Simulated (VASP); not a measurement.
A run of VASP 6.6.1:

File INCAR:

```
SYSTEM = ZrTi3C4
PREC = Accurate
ENCUT = 600
EDIFF = 1E-6
ISMEAR = 0
SIGMA = 0.1
LREAL = .FALSE.
LASPH = .TRUE.
NELM = 100
ALGO = Normal
ISIF = 3
LWAVE = .FALSE.
LCHARG = .FALSE.
GGA = PE
IBRION = 2
NSW = 90
EDIFFG = -0.04
```

The input KPOINTS:

```
Automatic mesh
0
G
  6 4 4
  0 0 0
```

POSCAR

```
ZrTi3C4
1.0
    3.3979412100      0.0000000000      0.0000000000
    0.0000000000      4.8054145400      0.0000000000
    0.0000000000      0.0000000000      6.7958824200
Zr Ti C
1 3 4
Direct
    0.5000000000      0.5000000000      0.5000000000
    0.0000000000      0.0000000000      0.2500000000
    0.0000000000      0.0000000000      0.7500000000
    0.5000000000      0.5000000000      0.0000000000
    0.0000000000      0.5000000000      0.7500000000
    0.5000000000      0.0000000000      0.0000000000
    0.0000000000      0.5000000000      0.2500000000
    0.5000000000      0.0000000000      0.5000000000
```

Potentials or basis: VASP PAW PBE potentials, release 64 (Zr_sv, Ti_sv, C).

Command:

```sh
$ cat potpaw_PBE.64/Zr_sv/POTCAR potpaw_PBE.64/Ti_sv/POTCAR potpaw_PBE.64/C/POTCAR > POTCAR
$ mpirun -np 1 vasp_std > vasp.out
```

Hardware: 1 thread of Intel(R) Xeon(R) 6975P-C (Granite Rapids) (shared host).

Q: Estimate the wall time of this run.

A: Wall time 11 min on 1 thread of Intel(R) Xeon(R) 6975P-C (Granite Rapids), on a shared host, peak memory 0.35 GiB. Counts: scf iterations 110, k points 36, ion steps 9.
